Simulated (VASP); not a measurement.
# Al3GaN4 (P-42m) in VASP: a series of runs

Runs on Al3GaN4. Level: PBEsol. Tasks: single point.

Program: VASP 6.6.1. These are calculated values, not measurements. Logs are shortened: lines on timing, memory, paths and dates and some standing lists are left out, and cuts for length are marked.

**1. The cell of the first run**

The structure is tetragonal, space group P-42m (No. 111). The conventional cell has a = 4.407 Å, b = 4.407 Å, c = 4.231 Å, α = 90.00°, β = 90.00°, γ = 90.00°. Within 2.5 Å of Al (site symmetry -42m) lie 4 N at 1.87 Å. Within 2.5 Å of Al (site symmetry 222) lie 4 N at 1.87 Å. Ga (site symmetry -42m) has 4 N at 1.92 Å within 2.5 Å. Within 2.5 Å of N (site symmetry m) lie 3 Al at 1.87 Å and 1 Ga at 1.92 Å.

**2. Single point, PBEsol (strain +0.000 along x and y, -0.040 along z)**

Contents of INCAR:

```
SYSTEM = Al3GaN4
ALGO = Normal
EDIFF = 1E-6
ENCUT = 520
GGA = PS
ISIF = 2
ISMEAR = 0
LASPH = .TRUE.
LCHARG = .FALSE.
LREAL = .FALSE.
LWAVE = .FALSE.
NBANDS = 31
NELM = 100
PREC = Accurate
SIGMA = 0.05
```

Contents of KPOINTS:

```
k-points
0
G
  6 6 6
  0 0 0
```

Contents of POSCAR:

```
Al3GaN4
1.0
    4.4069948404      0.0000000000      0.0000000000
    0.0000000000      4.4069948404      0.0000000000
    0.0000000000      0.0000000000      4.2307150468
Al Ga N
3 1 4
Direct
    0.5000000000      0.5000000000      0.0000000000
    0.5000000000      0.0000000000      0.5000000000
    0.0000000000      0.5000000000      0.5000000000
    0.0000000000      0.0000000000      0.0000000000
    0.7447077174      0.7447077174      0.2552922826
    0.7447077174      0.2552922826      0.7447077174
    0.2552922826      0.7447077174      0.7447077174
    0.2552922826      0.2552922826      0.2552922826
```

Potentials or basis: VASP PAW PBE potentials, release 64 (Al, Ga_d, N).

Started as:

```console
$ cat potpaw_PBE.64/Al/POTCAR potpaw_PBE.64/Ga_d/POTCAR potpaw_PBE.64/N/POTCAR > POTCAR
$ mpirun -np 1 vasp_std > vasp.out
```

OUTCAR:

```text
SYSTEM = Al3GaN4
   EDIFF = 1E-6
   ENCUT = 520
   GGA = PS
   ISIF = 2
   ISMEAR = 0
   LASPH = .TRUE.
   LREAL = .FALSE.
   NELM = 100
   PREC = Accurate

 ion  position               nearest neighbor table
   1  0.500  0.500  0.000-   5 1.87   6 1.87   7 1.87   8 1.87   2 3.05   3 3.05   2 3.05   3 3.05
                             2 3.05   2 3.05   3 3.05   3 3.05   4 3.12   4 3.12   4 3.12   4 3.12
   2  0.500  0.000  0.500-   5 1.87   6 1.87   7 1.87   8 1.87   1 3.05   4 3.05   1 3.05   4 3.05
                             1 3.05   1 3.05   4 3.05   4 3.05   3 3.12   3 3.12   3 3.12   3 3.12
   3  0.000  0.500  0.500-   5 1.87   6 1.87   7 1.87   8 1.87   1 3.05   4 3.05   1 3.05   4 3.05
                             4 3.05   4 3.05   1 3.05   1 3.05   2 3.12   2 3.12   2 3.12   2 3.12
   4  0.000  0.000  0.000-   5 1.92   6 1.92   7 1.92   8 1.92   2 3.05   3 3.05   2 3.05   3 3.05
                             3 3.05   3 3.05   2 3.05   2 3.05   1 3.12   1 3.12   1 3.12   1 3.12
   5  0.745  0.745  0.255-   1 1.87   2 1.87   3 1.87   4 1.92
   6  0.745  0.255  0.745-   1 1.87   2 1.87   3 1.87   4 1.92
   7  0.255  0.745  0.745-   1 1.87   2 1.87   3 1.87   4 1.92
   8  0.255  0.255  0.255-   1 1.87   2 1.87   3 1.87   4 1.92

  LATTYP: Found a simple tetragonal cell.
 ALAT       =     4.4069948404
 C/A-ratio  =     0.9600000000

  Lattice vectors:

 A1 = (   4.4069948404,   0.0000000000,   0.0000000000)
 A2 = (   0.0000000000,   4.4069948404,   0.0000000000)
 A3 = (   0.0000000000,   0.0000000000,   4.2307150468)

Analysis of symmetry for initial positions (statically):
=====================================================================
 Subroutine PRICEL returns:
 Original cell was already a primitive cell.

 Routine SETGRP: Setting up the symmetry group for a
 simple tetragonal supercell.

 Subroutine GETGRP returns: Found  8 space group operations
 (whereof  8 operations were pure point group operations)
 out of a pool of 16 trial point group operations.

The static configuration has the point symmetry D_2d.

Analysis of symmetry for dynamics (positions and initial velocities):
=====================================================================
 Subroutine PRICEL returns:
 Original cell was already a primitive cell.

 Routine SETGRP: Setting up the symmetry group for a
 simple tetragonal supercell.

 Subroutine GETGRP returns: Found  8 space group operations
 (whereof  8 operations were pure point group operations)
 out of a pool of 16 trial point group operations.

The dynamic configuration has the point symmetry D_2d.

 Subroutine INISYM returns: Found  8 space group operations
 (whereof  8 operations are pure point group operations),
 and found     1 'primitive' translations

----------------------------------------------------------------------------------------

                                     Primitive cell

  volume of cell :      82.1673

  direct lattice vectors                    reciprocal lattice vectors
     4.406994840  0.000000000  0.000000000     0.226911997  0.000000000  0.000000000
     0.000000000  4.406994840  0.000000000     0.000000000  0.226911997  0.000000000
     0.000000000  0.000000000  4.230715047     0.000000000  0.000000000  0.236366664

  length of vectors
     4.406994840  4.406994840  4.230715047     0.226911997  0.226911997  0.236366664

  position of ions in fractional coordinates (direct lattice)
     0.500000000  0.500000000  0.000000000
     0.500000000  0.000000000  0.500000000
     0.000000000  0.500000000  0.500000000
     0.000000000  0.000000000  0.000000000
     0.744707717  0.744707717  0.255292283
     0.744707717  0.255292283  0.744707717
     0.255292283  0.744707717  0.744707717
     0.255292283  0.255292283  0.255292283

  ion indices of the primitive-cell ions
   primitive index   ion index
                 1           1
                 2           2
                 3           3
                 4           4
                 5           5
                 6           6
                 7           7
                 8           8

----------------------------------------------------------------------------------------

 KPOINTS: k-points

Automatic generation of k-mesh.
 Grid dimensions read from file:
 generate k-points for:    6    6    6

 Generating k-lattice:

  Cartesian coordinates                     Fractional coordinates (reciprocal lattice)
     0.037818666  0.000000000  0.000000000     0.166666667  0.000000000  0.000000000
     0.000000000  0.037818666  0.000000000     0.000000000  0.166666667  0.000000000
     0.000000000  0.000000000  0.039394444     0.000000000  0.000000000  0.166666667

  Length of vectors
     0.037818666  0.037818666  0.039394444

  Shift w.r.t. Gamma in fractional coordinates (k-lattice)
     0.000000000  0.000000000  0.000000000

 Subroutine IBZKPT returns following result:
 ===========================================

 Found     40 irreducible k-points:

 Following reciprocal coordinates:
            Coordinates               Weight
  0.000000  0.000000  0.000000      1.000000
  0.166667  0.000000  0.000000      4.000000
  0.333333  0.000000  0.000000      4.000000
  0.500000  0.000000  0.000000      2.000000
  0.166667  0.166667  0.000000      4.000000
  0.333333  0.166667  0.000000      8.000000
[... 16 lines left out ...]
  0.333333  0.000000  0.333333      8.000000
  0.500000  0.000000  0.333333      4.000000
 [... further k-points ...]
   k-points           NKPTS =     40   k-points in BZ     NKDIM =     40   number of bands    NBANDS=     31
   number of dos      NEDOS =    301   number of ions     NIONS =      8
   total plane-waves  NPLWV =  41472
   dimension x,y,z NGX =    36 NGY =   36 NGZ =   32
   dimension x,y,z NGXF=    72 NGYF=   72 NGZF=   64
   ions per type =               3   1   4
   NGX,Y,Z   is equivalent  to a cutoff of  13.58, 13.58, 12.57 a.u.
   NGXF,Y,Z  is equivalent  to a cutoff of  27.16, 27.16, 25.15 a.u.
 SYSTEM =  Al3GaN4
   PREC   = accura    normal or accurate (medium, high low for compatibility)
   ISTART =      0    job   : 0-new  1-cont  2-samecut
   ICHARG =      2    charge: 1-file 2-atom 10-const
   ISPIN  =      1    spin polarized calculation?
   LNONCOLLINEAR =      F non collinear calculations
   LSORBIT =      F    spin-orbit coupling
   LASPH  =      T    aspherical Exc in radial PAW
   ENCUT  =  520.0 eV  38.22 Ry    6.18 a.u.   8.19  8.19  7.87*2*pi/ulx,y,z
   NELM   =    100;   NELMIN=  2; NELMDL= -5     # of ELM steps
   EDIFF  = 0.1E-05   stopping-criterion for ELM
   LREAL  =      F    real-space projection
   EDIFFG = 0.1E-04   stopping-criterion for IOM
   NSW    =      0    number of steps for IOM
   IBRION =     -1    ionic relax: 0-MD 1-quasi-New 2-CG
   NFREE  =      0    steps in history (QN), initial steepest desc. (CG)
   ISIF   =      2    stress and relaxation
   ISYM   =      2    0-nonsym 1-usesym 2-fastsym
   POTIM  = 0.5000    time-step for ionic-motion
   TEBEG  =    0.0;   TEEND  =   0.0 temperature during run
   PSTRESS=    0.0 pullay stress
   NELECT =      42.0000    total number of electrons
   NUPDOWN=      -1.0000    fix difference up-down
   EMIN   =  10.00;   EMAX   =-10.00  energy-range for DOS
   EFERMI =   0.00;   METHOD = LEGACY
   ISMEAR =     0;   SIGMA  =   0.05  broadening in eV -4-tet -1-fermi 0-gaus
   EFERMI_NEDOS =   21; number of points for ismear=-14 and -15
   IALGO  =     38    algorithm
   IMIX   =      4    mixing-type and parameters
     AMIX     =   0.40;   BMIX     =  1.00
     AMIX_MAG =   1.60;   BMIX_MAG =  1.00
  volume/ion in A,a.u.               =      10.27        69.31
  Fermi-wavevector in a.u.,A,eV,Ry     =   1.308956  2.473568 23.311749  1.713365
  Thomas-Fermi vector in A             =   2.439587
   LORBIT       =      0    0 simple, 1 ext, 2 COOP (PROOUT), +10 PAW based schemes
   GGA     = PS    functional components
   LHFCALC =     F    Hartree Fock is set to
   AEXX    =    0.0000 exact exchange contribution
   IVDW    =     0    specifies the selected vdW correction
   LEPSILON=     F    determine dielectric tensor
   LRPA    =     F    only Hartree local field effects (RPA)
 non-spin polarized calculation
 Gauss-broadening in eV      SIGMA  =   0.05
  energy-cutoff  :      520.00
  volume of cell :       82.17
 maximum number of plane-waves:      2236
 NGX is ok and might be reduce to    36
   NGX = 17   NGY = 17   NGZ = 15

 number of electron      41.9999990 magnetization

 Free energy of the ion-electron system (eV)
  ---------------------------------------------------
  ext. energy  EPLUGINS =         0.00000000
  ---------------------------------------------------
  free energy    TOTEN  =       -59.82702879 eV

  energy without entropy =      -59.82702879  energy(sigma->0) =      -59.82702879

 E-fermi :   6.3462     XC(G=0): -11.5202

 val. band max:        6.1323966477   @ k =   0.0000   0.0000   0.0000
 cond. band min:       9.2393492218   @ k =   0.0000   0.0000   0.0000
 fundamental gap:      3.1069525741
 Fermi energy:         6.3461519061

 k-point     1 :       0.0000    0.0000    0.0000
  band No.  band energies     occupation
      1      -9.4009      2.00000
      2      -7.4632      2.00000
      3      -7.4632      2.00000
      4      -7.4293      2.00000
      5      -6.5691      2.00000
      6      -6.5542      2.00000
[... 23 lines left out ...]
     30      18.2566      0.00000
     31      18.2566      0.00000

 k-point     2 :       0.1667    0.0000    0.0000
  band No.  band energies     occupation
      1      -9.2691      2.00000
      2      -7.5413      2.00000
      3      -7.4706      2.00000
      4      -7.4360      2.00000
      5      -6.5669      2.00000
      6      -6.5497      2.00000
[... 23 lines left out ...]
     30      18.3019      0.00000
     31      18.5588      0.00000

 k-point     3 :       0.3333    0.0000    0.0000
  band No.  band energies     occupation
      1      -8.8963      2.00000
      2      -7.8317      2.00000
      3      -7.4846      2.00000
      4      -7.4493      2.00000
      5      -6.5628      2.00000
      6      -6.5368      2.00000
[... 703 lines left out ...]
     30      16.7941      0.00000
     31      17.0860      0.00000

 k-point    24 :       0.5000    0.0000    0.3333
  band No.  band energies     occupation
      1      -8.1513      2.00000
      2      -7.9758      2.00000
      3      -7.6587      2.00000
      4      -7.4656      2.00000
      5      -6.5347      2.00000
      6      -6.5180      2.00000
[... 23 lines left out ...]
     30      16.4269      0.00000
     31      17.1130      0.00000

 [... further k-points ...]
[... 5 lines left out ...]
  --------------------------------------------------------------------------------------
  -------------------------------------------------------------------------------------
  Total        3.6495093      3.6495093      5.9007795      0.0000000      0.0000000      0.0000000
  in kB       71.1616807     71.1616807    115.0591365      0.0000000      0.0000000      0.0000000
  external PRESSURE =      85.7941659 kB  Pullay stress =       0.0000000 kB

 VOLUME and BASIS-vectors are now :
 -----------------------------------------------------------------------------
  energy-cutoff  :      520.00
  volume of cell :       82.17
      direct lattice vectors                 reciprocal lattice vectors
     4.406994840  0.000000000  0.000000000     0.226911997  0.000000000  0.000000000
     0.000000000  4.406994840  0.000000000     0.000000000  0.226911997  0.000000000
     0.000000000  0.000000000  4.230715047     0.000000000  0.000000000  0.236366664

 POSITION                                       TOTAL-FORCE (eV/Angst)
 -----------------------------------------------------------------------------------
      2.20350      2.20350      0.00000         0.000000     -0.000000      0.000000
      2.20350      0.00000      2.11536         0.000000      0.000000     -0.000000
      0.00000      2.20350      2.11536         0.000000      0.000000     -0.000000
      0.00000      0.00000      0.00000         0.000000      0.000000      0.000000
      3.28192      3.28192      1.08007         0.023338      0.023338      0.038001
      3.28192      1.12507      3.15065         0.023338     -0.023338     -0.038001
      1.12507      3.28192      3.15065        -0.023338      0.023338     -0.038001
      1.12507      1.12507      1.08007        -0.023338     -0.023338      0.038001
 -----------------------------------------------------------------------------------
    total drift:                               -0.000000     -0.000000      0.000000

  FREE ENERGIE OF THE ION-ELECTRON SYSTEM (eV)
  ---------------------------------------------------
  free  energy   TOTEN  =       -59.8270287851 eV

  energy  without entropy=      -59.8270287851  energy(sigma->0) =      -59.82702879
```

Run time: 3.6 min. Hardware: 1 thread of AMD EPYC 7R13, shared host; peak memory 0.21 GiB.

Results:

```
Free energy            : -59.8270 eV
Pressure               : 8.6 GPa
Largest force          : 0.050 eV/Å
Band gap on the k mesh : 3.11 eV, direct
```

Forces on the atoms (eV/Å):
```
Al   0.000  0.000  0.000
Al   0.000  0.000  0.000
Al   0.000  0.000  0.000
Ga   0.000  0.000  0.000
N    0.023  0.023  0.038
N    0.023 -0.023 -0.038
N   -0.023  0.023 -0.038
N   -0.023 -0.023  0.038
```

Levels at points of the mesh, in eV from the valence-band top:
```
           k point  band 18  band 19  band 20  band 21  band 22  band 23  band 24  band 25
(0.00, 0.00, 0.00)    -2.03    -0.16    -0.16     0.00     3.11     3.32     3.32     3.66
(0.50, 0.00, 0.00)    -1.32    -1.26    -1.02    -0.96     5.57     5.62     5.90     5.92
(0.50, 0.50, 0.00)    -1.15    -0.85    -0.85    -0.82     7.39     7.39     7.45     7.57
(0.00, 0.00, 0.50)    -1.52    -1.52    -1.22    -1.22     5.71     5.81     6.32     6.32
(0.50, 0.00, 0.50)    -0.88    -0.61    -0.59    -0.53     7.53     7.58     7.62     7.89
(0.50, 0.50, 0.50)    -0.55    -0.52    -0.52    -0.29     5.66     7.08     7.08     7.09
```

Caveat: the cell differs from its parent crystal (strain +0.000 along x and y, -0.040 along z); the PAW data sets were made with another functional, which shifts forces and pressure a little. A k mesh can miss the band edges.

**3. Single point, PBEsol (strain +0.000 along x and y, +0.040 along z)**

Contents of INCAR:

```
PREC = Accurate
ENCUT = 520
EDIFF = 1E-6
ISMEAR = 0
SIGMA = 0.05
LREAL = False
LASPH = True
NELM = 60
ALGO = Normal
ISIF = 2
LWAVE = False
LCHARG = False
GGA = PS
NBANDS = 31
```

Contents of KPOINTS:

```
Automatic mesh
0
Gamma
  6 6 6
```

Edit POSCAR of step 2 so:

```diff
@@ -4,3 +4,3 @@
     0.0000000000      4.4069948404      0.0000000000
-    0.0000000000      0.0000000000      4.2307150468
+    0.0000000000      0.0000000000      4.5832746340
 Al Ga N
```

Potentials or basis: VASP PAW PBE potentials, release 64 (Al, Ga_d, N).

Started as:

```console
$ cat potpaw_PBE.64/Al/POTCAR potpaw_PBE.64/Ga_d/POTCAR potpaw_PBE.64/N/POTCAR > POTCAR
$ mpirun -np 1 vasp_std > vasp.out
```

Run time: 2.8 min. Hardware: 1 thread of AMD EPYC 7R13, shared host; peak memory 0.22 GiB.

It converged, with:

```yaml
Free_energy: -59.8325 eV
Pressure: -7.3 GPa
Largest_force: 0.038 eV/Å
Band_gap_on_the_k_mesh: 3.04 eV, indirect (least direct gap 3.05 eV)
```

Forces in eV/Å, atoms in the order of the input:
```
Al   0.000  0.000  0.000
Al   0.000  0.000  0.000
Al   0.000  0.000  0.000
Ga   0.000  0.000  0.000
N   -0.011 -0.011 -0.035
N   -0.011  0.011  0.035
N    0.011 -0.011  0.035
N    0.011  0.011 -0.035
```

Stress tensor (GPa, compression positive):
```
 -5.43   0.00   0.00
  0.00  -5.43   0.00
  0.00   0.00 -11.18
```

Levels at points of the mesh, in eV from the valence-band top:
```csv
k point,band 17,band 18,band 19,band 20,band 21,band 22,band 23,band 24,band 25,band 26
"(0.00, 0.00, 0.00)",-1.80,-1.80,-0.19,-0.01,-0.01,3.04,3.16,3.16,3.35,6.55
"(0.50, 0.00, 0.00)",-2.64,-1.35,-1.28,-1.09,-1.02,5.29,5.36,5.99,6.02,7.96
"(0.50, 0.50, 0.00)",-2.73,-0.71,-0.46,-0.42,-0.42,6.93,7.31,7.31,7.66,7.88
"(0.00, 0.00, 0.50)",-2.84,-1.10,-1.10,-0.85,-0.85,5.21,5.22,5.66,5.66,8.07
"(0.50, 0.00, 0.50)",-2.50,-0.97,-0.73,-0.70,-0.66,6.80,7.19,7.22,7.42,7.55
"(0.50, 0.50, 0.50)",-0.64,-0.62,-0.51,-0.33,-0.33,5.01,6.45,6.46,6.46,9.07
```

Caveat: the cell differs from its parent crystal (strain +0.000 along x and y, +0.040 along z); the PAW data sets were made with another functional, which shifts forces and pressure a little. A k mesh can miss the band edges.

(Part 1 of 2 ends here.)
